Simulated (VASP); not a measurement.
Crystal: TaN.

```
Ta N
1.0
     2.93800    0.00000    0.00000
    -1.46900    2.54438    0.00000
     0.00000    0.00000    2.88300
Ta N
1 1
Direct
  0.33333 0.66667 0.50000
  0.00000 0.00000 0.00000
```

| Quantity | Value |
| --- | --- |
| Program | VASP 6.6.1 |
| Task | relaxation of cell and atoms |
| Functional | PBEsol |
| Dispersion | D3(BJ) |
| Potentials or basis | VASP PAW PBE potentials, release 64 (Ta_pv, N) |
| Cutoff | 600 eV |
| k mesh | 17 × 17 × 15 |
| Occupations | methfessel-paxton, width 0.1 eV |
| Spin | no spin polarisation |

At the start: pressure -11.1 GPa; volume 10.78 Å³/atom.

Task: Where does the relaxation end?

Result: Over 10 steps the energy falls by 11.8 meV/atom and the volume is 10.44 Å³/atom (-3.1 %); space group P-6m2 (No. 187, to 0.05 Å).

Step by step:
```
step  energy change (eV)  largest force (eV/Å)  pressure (GPa)  volume (Å³)
   1              0.0000                0.0000          -11.13        21.55
   2              0.1431                0.0000           36.02        19.30
   3             -0.0236                0.0000           -0.38        20.91
   4             -0.0236                0.0000           -0.04        20.89
   5             -0.0236                0.0000            0.20        20.88
   6             -0.0236                0.0000            0.25        20.87
   7             -0.0237                0.0000            0.22        20.88
   8             -0.0237                0.0000            0.23        20.88
   9             -0.0236                0.0000           -0.39        20.91
  10             -0.0237                0.0000           -0.05        20.89
```

Final structure:
```cif
data_structure
_symmetry_space_group_name_H-M 'P 1'
_symmetry_Int_Tables_number 1
_cell_length_a 2.9058
_cell_length_b 2.9058
_cell_length_c 2.8567
_cell_angle_alpha 90.000
_cell_angle_beta 90.000
_cell_angle_gamma 120.000
_cell_volume 20.89
loop_
_atom_site_label
_atom_site_type_symbol
_atom_site_fract_x
_atom_site_fract_y
_atom_site_fract_z
_atom_site_occupancy
Ta1 Ta 0.33333 0.66667 0.50000 1
N1 N 0.00000 0.00000 0.00000 1
```

Caveat: the PAW data sets were made with another functional, which shifts forces and pressure a little; pairwise dispersion overbinds metals, which lowers pressure and volume.
